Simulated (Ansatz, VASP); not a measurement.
# SiNi: VASP beside Ansatz

```
CELL_PARAMETERS angstrom
0.00000 -4.46798 0.00000
0.00000 0.00000 -4.46798
11.93595 0.00000 0.00000
ATOMIC_POSITIONS crystal
Si 0.15354 0.15354 0.12969
Si 0.15354 0.15354 0.50402
Si 0.84646 0.65354 0.05747
Si 0.84646 0.65354 0.43180
Si 0.34646 0.84646 0.69119
Si 0.34646 0.84646 0.31686
Si 0.65354 0.34646 0.61897
Si 0.65354 0.34646 0.24464
Ni 0.85101 0.85101 0.61727
Ni 0.85101 0.85101 0.24294
Ni 0.14899 0.35101 0.69289
Ni 0.14899 0.35101 0.31856
Ni 0.64899 0.14899 0.05577
Ni 0.64899 0.14899 0.43010
Ni 0.35101 0.64899 0.13139
Ni 0.35101 0.64899 0.50572
```

Alike in both runs: task single point; functional PBEsol; k mesh 9 × 9 × 5; occupations gaussian, width 0.15 eV; no spin polarisation.

```csv
,VASP,Ansatz
version,VASP 6.6.1,Ansatz 0.2.0
potentials or method,"VASP PAW PBE potentials, release 64 (Si, Ni), cutoff 520 eV","scalar-relativistic, plane waves, PAW"
valence electrons in the cell,112,176
```

```csv
,VASP,Ansatz,Ansatz less VASP
gap on the k mesh at the Fermi level (eV),none,none,-
pressure (GPa),-6.0,-6.3,-0.25
"traceless stress, the component that is largest in VASP (GPa)",4.37,4.45,+0.082
rms of the force components (eV/Å),0.495,0.505,+0.0094
```

VASP's potentials were made for PBE, not for PBEsol. Atom by atom the forces differ by 0.011 eV/Å (rms over components). A gap of «none» marks a metal or a gap that the smearing closes. The functional is the same, so the differences come from potentials, cutoffs and numerics. VASP's potentials hold 112 valence electrons a cell and Ansatz's 176, so a difference there can come from the potentials and not from the codes.
